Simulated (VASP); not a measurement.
Here is a VASP 6.6.1 calculation.

Contents of INCAR:

```
PREC     = Accurate       # precision mode
ENCUT    = 520            # plane-wave cutoff, eV
EDIFF    = 1E-7           # SCF threshold, eV
ISMEAR   = 0              # smearing method
SIGMA    = 0.02           # smearing width, eV
LREAL    = F              # projectors in reciprocal space
LASPH    = T              # aspherical terms in the spheres
NELM     = 80             # most SCF steps
ALGO     = Normal         # electronic algorithm
ISIF     = 2              # what is computed and relaxed
LWAVE    = F              # write WAVECAR
LCHARG   = F              # write CHGCAR
GGA      = PE             # functional
NBANDS   = 28             # bands
```

Contents of KPOINTS:

```
Automatic mesh
0
Gamma
  8 8 8
```

The input POSCAR:

```
BaTiO3
1.0
    4.0114149717      0.0000000000      0.0000000000
    0.0000000000      4.0114149717      0.0000000000
    0.0000000000      0.0000000000      4.0114149717
Ba Ti O
1 1 3
Direct
    0.5000000000      0.5000000000      0.5000000000
    0.0000000000      0.0000000000      0.0000000000
    0.5000000000      0.0000000000      0.0000000000
    0.0000000000      0.5000000000      0.0000000000
    0.0000000000      0.0000000000      0.5000000000
```

Potentials or basis: VASP PAW PBE potentials, release 64 (Ba_sv, Ti_sv, O).

Launch:

```sh
$ cat potpaw_PBE.64/Ba_sv/POTCAR potpaw_PBE.64/Ti_sv/POTCAR potpaw_PBE.64/O/POTCAR > POTCAR
$ mpirun -np 1 vasp_std > vasp.out
```

Problem. What does it give for the band gap on the k mesh?

Solution. 1.73 eV, indirect (least direct gap 1.88 eV).

Problem. What does it give for the pressure?

Solution. 2.7 GPa.

Caveat: spin-orbit coupling is left out, which moves the levels of the heavy elements. A k mesh can miss the band edges.
